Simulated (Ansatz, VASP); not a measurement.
One calculation of Cu, two programs

```xyz
1
Lattice="0.0000 1.8385 1.8385 1.8385 0.0000 1.8385 1.8385 1.8385 0.0000" Properties=species:S:1:pos:R:3 pbc="T T T"
Cu    0.0000    0.0000    0.0000
```

Alike in both runs: task single point; functional PBE; k mesh 24 × 24 × 24; occupations fermi-dirac, width 0.1 eV; no spin polarisation.

```csv
,VASP,Ansatz
version,VASP 6.6.1,Ansatz 0.2.0
potentials or method,"VASP PAW PBE potentials, release 64 (Cu), cutoff 520 eV","plane waves (420 eV) with PAW, scalar-relativistic"
valence electrons in the cell,11,19
```

```csv
,VASP,Ansatz,Ansatz less VASP
pressure (GPa),-4.4,-4.9,-0.58
```

VASP's potentials hold 11 valence electrons a cell and Ansatz's 19, so a difference there can come from the potentials and not from the codes.
